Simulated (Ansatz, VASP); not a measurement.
# InGa3P4: VASP beside Ansatz

```
In Ga P
1.0
     5.62090    0.00000    0.00000
     0.00000    5.62090    0.00000
     0.00000    0.00000    5.62090
In Ga P
1 3 4
Direct
  0.50000 0.50000 0.50000
  0.00000 0.00000 0.50000
  0.00000 0.50000 0.00000
  0.50000 0.00000 0.00000
  0.76001 0.76001 0.76001
  0.76001 0.23999 0.23999
  0.23999 0.76001 0.23999
  0.23999 0.23999 0.76001
```

Alike in both runs: task relaxation of cell and atoms; functional PBE; k mesh 6 × 6 × 6; occupations gaussian, width 0.02 eV; no spin polarisation.

```csv
,VASP,Ansatz
version,VASP 6.6.1,Ansatz 0.2.0
potentials or method,"VASP PAW PBE potentials, release 64 (In_d, Ga_d, P), cutoff 600 eV","scalar-relativistic, plane waves, PAW"
valence electrons in the cell,72,72
```

```tsv
	VASP	Ansatz	Ansatz less VASP
gap on the k mesh at the Fermi level, each at its own relaxed structure (eV)	1.04	1.05	+0.004
relaxed volume (Å³/atom)	22.20	22.20	0.000
relaxed length of the cell vector where the two differ most in proportion (Å)	5.621	5.621	0.0000
```

Noted on VASP's run: the relaxation stopped at its first step, so nothing moved.
